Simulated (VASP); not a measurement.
# Cs (P6/mmm) in VASP: a series of runs

Runs on Cs. Level: RPBE. Tasks: single point, relaxation of cell and atoms.

Program: VASP 6.6.1. These are calculated values, not measurements. Logs are shortened: lines on timing, memory, paths and dates and some standing lists are left out, and cuts for length are marked.

**1. The cell of the first run**

Symmetry: P6/mmm, No. 191, hexagonal system. The conventional cell has a = 9.478 Å, b = 9.478 Å, c = 5.697 Å, α = 90.00°, β = 90.00°, γ = 120.00°.

This isn't the form of Cs at room conditions, which is bcc.

**2. Single point, RPBE (147.74 Å³/atom)**

Contents of INCAR:

```
SYSTEM = Cs
ALGO = Normal
EDIFF = 1E-6
ENCUT = 520
GGA = RP
ISIF = 2
ISMEAR = -1
LASPH = .True.
LCHARG = .False.
LREAL = .False.
LWAVE = .False.
NBANDS = 20
NELM = 100
PREC = Accurate
SIGMA = 0.1
```

Contents of KPOINTS:

```
k-points
0
Gamma
  5 5 7
  0 0 0
```

Contents of POSCAR:

```
Cs
1.0
    9.4781800448      0.0000000000      0.0000000000
   -4.7390900224      8.2083447004      0.0000000000
    0.0000000000      0.0000000000      5.6967280789
Cs
3
Direct
    0.0000000000      0.0000000000      0.0000000000
    0.3333333333      0.6666666667      0.5000000000
    0.6666666667      0.3333333333      0.5000000000
```

Potentials or basis: VASP PAW PBE potentials, release 64 (Cs_sv).

Started as:

```
$ cat potpaw_PBE.64/Cs_sv/POTCAR > POTCAR
$ mpirun -np 1 vasp_std > vasp.out
```

OUTCAR:

```text
SYSTEM = Cs
   EDIFF = 1E-6
   ENCUT = 520
   GGA = RP
   ISIF = 2
   ISMEAR = -1
   LASPH = .True.
   LREAL = .False.
   NELM = 100
   PREC = Accurate

 ion  position               nearest neighbor table
   1  0.000  0.000  0.000-
   2  0.333  0.667  0.500-
   3  0.667  0.333  0.500-

  LATTYP: Found a hexagonal cell.
 ALAT       =     9.4781800448
 C/A-ratio  =     0.6010360694

  Lattice vectors:

 A1 = (   9.4781800448,   0.0000000000,   0.0000000000)
 A2 = (  -4.7390900224,   8.2083447004,   0.0000000000)
 A3 = (   0.0000000000,   0.0000000000,   5.6967280789)

Analysis of symmetry for initial positions (statically):
=====================================================================
 Subroutine PRICEL returns:
 Original cell was already a primitive cell.

 Routine SETGRP: Setting up the symmetry group for a
 hexagonal supercell.

 Subroutine GETGRP returns: Found 24 space group operations
 (whereof 24 operations were pure point group operations)
 out of a pool of 24 trial point group operations.

The static configuration has the point symmetry D_6h.

Analysis of symmetry for dynamics (positions and initial velocities):
=====================================================================
 Subroutine PRICEL returns:
 Original cell was already a primitive cell.

 Routine SETGRP: Setting up the symmetry group for a
 hexagonal supercell.

 Subroutine GETGRP returns: Found 24 space group operations
 (whereof 24 operations were pure point group operations)
 out of a pool of 24 trial point group operations.

The dynamic configuration has the point symmetry D_6h.

 Subroutine INISYM returns: Found 24 space group operations
 (whereof 24 operations are pure point group operations),
 and found     1 'primitive' translations

----------------------------------------------------------------------------------------

                                     Primitive cell

  volume of cell :     443.2064

  direct lattice vectors                    reciprocal lattice vectors
     9.478180045  0.000000000  0.000000000     0.105505487  0.060913621  0.000000000
    -4.739090022  8.208344700  0.000000000     0.000000000  0.121827242  0.000000000
     0.000000000  0.000000000  5.696728079     0.000000000  0.000000000  0.175539360

  length of vectors
     9.478180045  9.478180045  5.696728079     0.121827242  0.121827242  0.175539360

  position of ions in fractional coordinates (direct lattice)
     0.000000000  0.000000000  0.000000000
     0.333333333  0.666666667  0.500000000
     0.666666667  0.333333333  0.500000000

  ion indices of the primitive-cell ions
   primitive index   ion index
                 1           1
                 2           2
                 3           3

----------------------------------------------------------------------------------------

 KPOINTS: k-points

Automatic generation of k-mesh.
 Grid dimensions read from file:
 generate k-points for:    5    5    7

 Generating k-lattice:

  Cartesian coordinates                     Fractional coordinates (reciprocal lattice)
     0.021101097  0.012182724  0.000000000     0.200000000 -0.000000000  0.000000000
     0.000000000  0.024365448  0.000000000     0.000000000  0.200000000  0.000000000
     0.000000000  0.000000000  0.025077051     0.000000000  0.000000000  0.142857143

  Length of vectors
     0.024365448  0.024365448  0.025077051

  Shift w.r.t. Gamma in fractional coordinates (k-lattice)
     0.000000000  0.000000000  0.000000000

 Subroutine IBZKPT returns following result:
 ===========================================

 Found     20 irreducible k-points:

 Following reciprocal coordinates:
            Coordinates               Weight
  0.000000  0.000000  0.000000      1.000000
  0.200000  0.000000  0.000000      6.000000
  0.400000 -0.000000  0.000000      6.000000
  0.200000  0.200000  0.000000      6.000000
  0.400000  0.200000  0.000000      6.000000
  0.000000  0.000000  0.142857      2.000000
[... 12 lines left out ...]
  0.200000  0.200000  0.428571     12.000000
  0.400000  0.200000  0.428571     12.000000
   k-points           NKPTS =     20   k-points in BZ     NKDIM =     20   number of bands    NBANDS=     20
   number of dos      NEDOS =    301   number of ions     NIONS =      3
   total plane-waves  NPLWV = 205800
   dimension x,y,z NGX =    70 NGY =   70 NGZ =   42
   dimension x,y,z NGXF=   140 NGYF=  140 NGZF=   84
   ions per type =               3
   NGX,Y,Z   is equivalent  to a cutoff of  12.28, 12.28, 12.26 a.u.
   NGXF,Y,Z  is equivalent  to a cutoff of  24.56, 24.56, 24.51 a.u.
 SYSTEM =  Cs
   PREC   = accura    normal or accurate (medium, high low for compatibility)
   ISTART =      0    job   : 0-new  1-cont  2-samecut
   ICHARG =      2    charge: 1-file 2-atom 10-const
   ISPIN  =      1    spin polarized calculation?
   LNONCOLLINEAR =      F non collinear calculations
   LSORBIT =      F    spin-orbit coupling
   LASPH  =      T    aspherical Exc in radial PAW
   ENCUT  =  520.0 eV  38.22 Ry    6.18 a.u.  17.62 17.62 10.59*2*pi/ulx,y,z
   NELM   =    100;   NELMIN=  2; NELMDL= -5     # of ELM steps
   EDIFF  = 0.1E-05   stopping-criterion for ELM
   LREAL  =      F    real-space projection
   EDIFFG = 0.1E-04   stopping-criterion for IOM
   NSW    =      0    number of steps for IOM
   IBRION =     -1    ionic relax: 0-MD 1-quasi-New 2-CG
   NFREE  =      0    steps in history (QN), initial steepest desc. (CG)
   ISIF   =      2    stress and relaxation
   ISYM   =      2    0-nonsym 1-usesym 2-fastsym
   POTIM  = 0.5000    time-step for ionic-motion
   TEBEG  =    0.0;   TEEND  =   0.0 temperature during run
   PSTRESS=    0.0 pullay stress
   NELECT =      27.0000    total number of electrons
   NUPDOWN=      -1.0000    fix difference up-down
   EMIN   =  10.00;   EMAX   =-10.00  energy-range for DOS
   EFERMI =   0.00;   METHOD = LEGACY
   ISMEAR =    -1;   SIGMA  =   0.10  broadening in eV -4-tet -1-fermi 0-gaus
   EFERMI_NEDOS =   21; number of points for ismear=-14 and -15
   IALGO  =     38    algorithm
   IMIX   =      4    mixing-type and parameters
     AMIX     =   0.40;   BMIX     =  1.00
     AMIX_MAG =   1.60;   BMIX_MAG =  1.00
  volume/ion in A,a.u.               =     147.74       996.97
  Fermi-wavevector in a.u.,A,eV,Ry     =   0.644160  1.217287  5.645638  0.414943
  Thomas-Fermi vector in A             =   1.711398
   LORBIT       =      0    0 simple, 1 ext, 2 COOP (PROOUT), +10 PAW based schemes
   GGA     = RP    functional components
   LHFCALC =     F    Hartree Fock is set to
   AEXX    =    0.0000 exact exchange contribution
   IVDW    =     0    specifies the selected vdW correction
   LEPSILON=     F    determine dielectric tensor
   LRPA    =     F    only Hartree local field effects (RPA)
 non-spin polarized calculation
  energy-cutoff  :      520.00
  volume of cell :      443.21
 maximum number of plane-waves:     12015
   NGX = 35   NGY = 35   NGZ = 21

 number of electron      27.0000002 magnetization

 Free energy of the ion-electron system (eV)
  ---------------------------------------------------
  ext. energy  EPLUGINS =         0.00000000
  ---------------------------------------------------
  free energy    TOTEN  =        -2.23408087 eV

  energy without entropy =       -2.11056712  energy(sigma->0) =       -2.17232399

 E-fermi :   0.0216     XC(G=0):  -4.6959

 val. band max:        0.0087811027   @ k =   0.2000   0.2000   0.1429
 cond. band min:       0.1716026608   @ k =   0.4000  -0.0000   0.0000
 fundamental gap:      0.1628215581
 Fermi energy:         0.0215602219

 k-point     1 :       0.0000    0.0000    0.0000
  band No.  band energies     occupation
      1     -24.0707      2.00000
      2     -24.0680      2.00000
      3     -24.0102      2.00000
      4     -10.9009      2.00000
      5     -10.9009      2.00000
      6     -10.8619      2.00000
[... 12 lines left out ...]
     19       0.9376      0.00021
     20       2.0709      0.00000

 k-point     2 :       0.2000    0.0000    0.0000
  band No.  band energies     occupation
      1     -24.0705      2.00000
      2     -24.0682      2.00000
      3     -24.0102      2.00000
      4     -10.9031      2.00000
      5     -10.8987      2.00000
      6     -10.8618      2.00000
[... 12 lines left out ...]
     19       1.4576      0.00000
     20       2.1243      0.00000

 k-point     3 :       0.4000   -0.0000    0.0000
  band No.  band energies     occupation
      1     -24.0700      2.00000
      2     -24.0687      2.00000
      3     -24.0102      2.00000
      4     -10.9061      2.00000
      5     -10.8919      2.00000
      6     -10.8675      2.00000
[... 12 lines left out ...]
     19       1.7634      0.00000
     20       1.8167      0.00000

 k-point     4 :       0.2000    0.2000    0.0000
  band No.  band energies     occupation
      1     -24.0701      2.00000
      2     -24.0686      2.00000
      3     -24.0102      2.00000
      4     -10.9050      2.00000
      5     -10.8940      2.00000
      6     -10.8667      2.00000
[... 12 lines left out ...]
     19       1.7377      0.00000
     20       1.9066      0.00000

 k-point     5 :       0.4000    0.2000    0.0000
  band No.  band energies     occupation
      1     -24.0696      2.00000
      2     -24.0691      2.00000
      3     -24.0102      2.00000
      4     -10.9060      2.00000
      5     -10.8870      2.00000
      6     -10.8747      2.00000
[... 12 lines left out ...]
     19       1.7695      0.00000
     20       1.7791      0.00000

 k-point     6 :       0.0000    0.0000    0.1429
  band No.  band energies     occupation
      1     -24.0705      2.00000
      2     -24.0678      2.00000
      3     -24.0100      2.00000
      4     -10.9000      2.00000
      5     -10.9000      2.00000
      6     -10.8700      2.00000
[... 12 lines left out ...]
     19       1.1171      0.00003
     20       1.9554      0.00000

 k-point     7 :       0.2000    0.0000    0.1429
  band No.  band energies     occupation
      1     -24.0703      2.00000
      2     -24.0680      2.00000
      3     -24.0100      2.00000
      4     -10.9020      2.00000
      5     -10.8977      2.00000
      6     -10.8693      2.00000
[... 12 lines left out ...]
     19       1.5639      0.00000
     20       2.1335      0.00000
[... 185 lines left out ...]
 k-point    16 :       0.0000    0.0000    0.4286
  band No.  band energies     occupation
      1     -24.0698      2.00000
      2     -24.0670      2.00000
      3     -24.0093      2.00000
      4     -10.9023      2.00000
      5     -10.8966      2.00000
      6     -10.8966      2.00000
[... 12 lines left out ...]
     19       1.7980      0.00000
     20       1.7980      0.00000

 k-point    17 :       0.2000    0.0000    0.4286
  band No.  band energies     occupation
      1     -24.0695      2.00000
      2     -24.0672      2.00000
      3     -24.0093      2.00000
      4     -10.9018      2.00000
      5     -10.8978      2.00000
      6     -10.8938      2.00000
[... 12 lines left out ...]
     19       1.5926      0.00000
     20       1.8312      0.00000

 k-point    18 :       0.4000   -0.0000    0.4286
  band No.  band energies     occupation
      1     -24.0690      2.00000
      2     -24.0678      2.00000
      3     -24.0093      2.00000
      4     -10.9005      2.00000
      5     -10.8996      2.00000
      6     -10.8947      2.00000
[... 12 lines left out ...]
     19       1.1987      0.00002
     20       1.7721      0.00000

 k-point    19 :       0.2000    0.2000    0.4286
  band No.  band energies     occupation
      1     -24.0691      2.00000
      2     -24.0677      2.00000
      3     -24.0093      2.00000
      4     -10.9009      2.00000
      5     -10.9004      2.00000
      6     -10.8943      2.00000
[... 12 lines left out ...]
     19       1.4901      0.00000
     20       1.6907      0.00000

 k-point    20 :       0.4000    0.2000    0.4286
  band No.  band energies     occupation
      1     -24.0687      2.00000
      2     -24.0681      2.00000
      3     -24.0093      2.00000
      4     -10.9025      2.00000
      5     -10.8992      2.00000
      6     -10.8962      2.00000
[... 12 lines left out ...]
     19       1.5111      0.00000
     20       1.8960      0.00000

------------------------ aborting loop because EDIFF is reached ----------------------------------------

  FORCE on cell =-STRESS in cart. coord.  units (eV):
  Direction    XX          YY          ZZ          XY          YZ          ZX
  --------------------------------------------------------------------------------------
  -------------------------------------------------------------------------------------
  Total       -0.3942723     -0.3942723     -0.4143508      0.0000000      0.0000000      0.0000000
  in kB       -1.4252819     -1.4252819     -1.4978653      0.0000000      0.0000000      0.0000000
  external PRESSURE =      -1.4494763 kB  Pullay stress =       0.0000000 kB

 VOLUME and BASIS-vectors are now :
 -----------------------------------------------------------------------------
  energy-cutoff  :      520.00
  volume of cell :      443.21
      direct lattice vectors                 reciprocal lattice vectors
     9.478180045  0.000000000  0.000000000     0.105505487  0.060913621  0.000000000
    -4.739090022  8.208344700  0.000000000     0.000000000  0.121827242  0.000000000
     0.000000000  0.000000000  5.696728079     0.000000000  0.000000000  0.175539360

 POSITION                                       TOTAL-FORCE (eV/Angst)
 -----------------------------------------------------------------------------------
      0.00000      0.00000      0.00000         0.000000      0.000000      0.000000
     -0.00000      5.47223      2.84836        -0.000000      0.000000     -0.000000
      4.73909      2.73611      2.84836         0.000000      0.000000      0.000000
 -----------------------------------------------------------------------------------
    total drift:                                0.000000     -0.000000     -0.000000

  FREE ENERGIE OF THE ION-ELECTRON SYSTEM (eV)
  ---------------------------------------------------
  free  energy   TOTEN  =        -2.2340808680 eV

  energy  without entropy=       -2.1105671163  energy(sigma->0) =       -2.17232399
```

Wall time 5.1 min (1 thread of Intel Xeon 8259CL, shared host); peak memory 0.53 GiB.

What came out:

```yaml
Free_energy: -2.2341 eV
Pressure: -0.1 GPa
Band_gap_on_the_k_mesh: zero (an odd number of electrons rules out a gap without spin polarisation)
```

Levels at points of the mesh, in eV from the Fermi level:
| k point | band 11 | band 12 | band 13 | band 14 | band 15 | band 16 |
| --- | --- | --- | --- | --- | --- | --- |
| (0.00, 0.00, 0.00) | -10.83 | -10.82 | -1.42 | 0.74 | 0.79 | 0.79 |

Caveat: the PAW data sets were made with another functional, which shifts forces and pressure a little; spin-orbit coupling is left out, which moves the levels of the heavy elements.

**3. Single point, RPBE**

This run uses another cell than the first one, of 131.91 Å³/atom.

Contents of INCAR:

```
  ALGO = Normal
  EDIFF = 1E-6
  ENCUT = 520
  GGA = RP
  ISIF = 2
  ISMEAR = -1
  LASPH = True
  LCHARG = False
  LREAL = False
  LWAVE = False
  NBANDS = 20
  NELM = 60
  PREC = Accurate
  SIGMA = 0.1
```

Contents of KPOINTS:

```
k-points
0
Gamma
  6 6 8
```

Contents of POSCAR:

```
Cs
1.0
    9.1268086770      0.0000000000      0.0000000000
   -4.5634043385      7.9040481697      0.0000000000
    0.0000000000      0.0000000000      5.4855412131
Cs
3
Direct
    0.0000000000      0.0000000000      0.0000000000
    0.3333333333      0.6666666667      0.5000000000
    0.6666666667      0.3333333333      0.5000000000
```

Potentials or basis: VASP PAW PBE potentials, release 64 (Cs_sv).

Started as:

```
$ cat potpaw_PBE.64/Cs_sv/POTCAR > POTCAR
$ mpirun -np 1 vasp_std > vasp.out
```

Wall time 7.5 min (1 thread of Intel Xeon 8259CL, shared host); peak memory 0.59 GiB.

The run converged. Its results:

| Item | Value |
| --- | --- |
| Free energy | -2.2529 eV |
| Pressure | 0.0 GPa |
| Band gap on the k mesh | zero (an odd number of electrons rules out a gap without spin polarisation) |

Levels at points of the mesh, in eV from the Fermi level:
```tsv
k point	band 9	band 10	band 11	band 12	band 13	band 14	band 15	band 16	band 17	band 18
(0.00, 0.00, 0.00)	-10.80	-10.75	-10.75	-10.73	-1.53	0.73	0.81	0.81	0.82	0.82
(0.50, 0.00, 0.00)	-10.81	-10.76	-10.76	-10.73	-0.79	-0.79	0.09	0.69	1.50	1.64
(0.00, 0.00, 0.50)	-10.81	-10.80	-10.75	-10.75	-0.20	0.01	0.83	0.83	0.97	0.97
(0.50, 0.00, 0.50)	-10.80	-10.79	-10.75	-10.75	0.21	0.21	0.60	0.65	0.80	1.11
```

Caveat: the PAW data sets were made with another functional, which shifts forces and pressure a little; spin-orbit coupling is left out, which moves the levels of the heavy elements.

**4. Relaxation of cell and atoms, RPBE**

This run uses another cell than the first one, of 110.45 Å³/atom.

Contents of INCAR:

```
PREC = Accurate
ENCUT = 600
EDIFF = 1E-7
ISMEAR = -1
SIGMA = 0.1
LREAL = False
LASPH = True
NELM = 60
ALGO = Normal
ISIF = 3
LWAVE = False
LCHARG = False
GGA = RP
IBRION = 2
NSW = 80
EDIFFG = -0.01
```

Contents of KPOINTS:

```
Automatic mesh
0
Gamma
  5 5 6
```

Contents of POSCAR:

```
Cs
1.0
    8.5460026433      0.0000000000      0.0000000000
   -4.2730013217      7.4010553899      0.0000000000
    0.0000000000      0.0000000000      5.2386996204
Cs
3
Direct
    0.0000000000      0.0000000000      0.0000000000
    0.3333333333      0.6666666667      0.5000000000
    0.6666666667      0.3333333333      0.5000000000
```

Started as:

```
$ cat potpaw_PBE.64/Cs_sv/POTCAR > POTCAR
$ mpirun -np 1 vasp_std > vasp.out
```

Wall time 24 min (1 thread of Intel Xeon 8259CL, shared host); peak memory 0.57 GiB.

Results (log left out):

```yaml
Free_energy: -2.2482 eV
Relaxed_volume: 132.59 Å³/atom
Relaxed_cell: a = 9.156 Å, b = 9.156 Å, c = 5.479 Å, α = 90.00°, β = 90.00°, γ = 120.00°
Space_group_after_relaxing_to_0.1_Å: P6/mmm (No. 191)
Energy_gained_by_relaxing: 25.0 meV/atom
Ionic_steps: 7
Pressure_after_relaxing: 0.0 GPa
Band_gap_on_the_k_mesh: zero (an odd number of electrons rules out a gap without spin polarisation)
```

Step by step:
| step | energy change (eV) | largest force (eV/Å) | pressure (GPa) | volume (Å³) |
| --- | --- | --- | --- | --- |
| 1 | 0.0000 | 0.0000 | 0.40 | 331.34 |
| 2 | -0.0299 | 0.0000 | 0.30 | 344.87 |
| 3 | -0.0732 | 0.0000 | 0.04 | 387.62 |
| 4 | -0.0746 | 0.0000 | 0.00 | 396.77 |
| 5 | -0.0746 | 0.0000 | 0.00 | 398.16 |
| 6 | -0.0747 | 0.0000 | 0.00 | 398.06 |
| 7 | -0.0749 | 0.0000 | 0.00 | 397.76 |

Final structure:
```cif
data_structure
_symmetry_space_group_name_H-M 'P 1'
_symmetry_Int_Tables_number 1
_cell_length_a 9.1555
_cell_length_b 9.1555
_cell_length_c 5.4794
_cell_angle_alpha 90.000
_cell_angle_beta 90.000
_cell_angle_gamma 120.000
_cell_volume 397.76
loop_
_atom_site_label
_atom_site_type_symbol
_atom_site_fract_x
_atom_site_fract_y
_atom_site_fract_z
_atom_site_occupancy
Cs1 Cs 0.00000 0.00000 0.00000 1
Cs2 Cs 0.33333 0.66667 0.50000 1
Cs3 Cs 0.66667 0.33333 0.50000 1
```

Levels at points of the mesh, in eV from the Fermi level:
| k point | band 11 | band 12 | band 13 | band 14 | band 15 | band 16 |
| --- | --- | --- | --- | --- | --- | --- |
| (0.00, 0.00, 0.00) | -10.76 | -10.73 | -1.52 | 0.73 | 0.81 | 0.81 |
| (0.00, 0.00, 0.50) | -10.76 | -10.76 | -0.19 | 0.01 | 0.84 | 0.84 |

Caveat: the volume moved by over 15 % at a fixed basis, so the end points are rough; the PAW data sets were made with another functional, which shifts forces and pressure a little; spin-orbit coupling is left out, which moves the levels of the heavy elements.

**5. Overview**

| task | cell | k mesh | cutoff (eV) | gap on the mesh (eV) | pressure (GPa) |
| --- | --- | --- | --- | --- | --- |
| single point | a = 9.478, b = 9.478, c = 5.697 Å, angles 90.0, 90.0, 120.0°, 3 atoms | 5 × 5 × 7 | 520 | none | -0.1 |
| single point | a = 9.127, b = 9.127, c = 5.486 Å, angles 90.0, 90.0, 120.0°, 3 atoms | 6 × 6 × 8 | 520 | none | 0.0 |
| relaxation of cell and atoms | relaxed from a = 8.546, b = 8.546, c = 5.239 Å, angles 90.0, 90.0, 120.0°, 3 atoms | 5 × 5 × 6 | 600 | none | 0.0 |

Alike in all rows: level RPBE; potentials or basis VASP PAW PBE potentials, release 64 (Cs_sv); no spin polarisation; smearing fermi-dirac 0.1 eV.

Caveats: the PAW data sets were made with another functional, which shifts forces and pressure a little; spin-orbit coupling is left out, which moves the levels of the heavy elements; the volume moved by over 15 % at a fixed basis, so the end points are rough (at least some runs).

Absolute energies hang on the potentials; compare differences alone.

The gap in the log of VASP goes by the Fermi energy; the results here count the filled bands.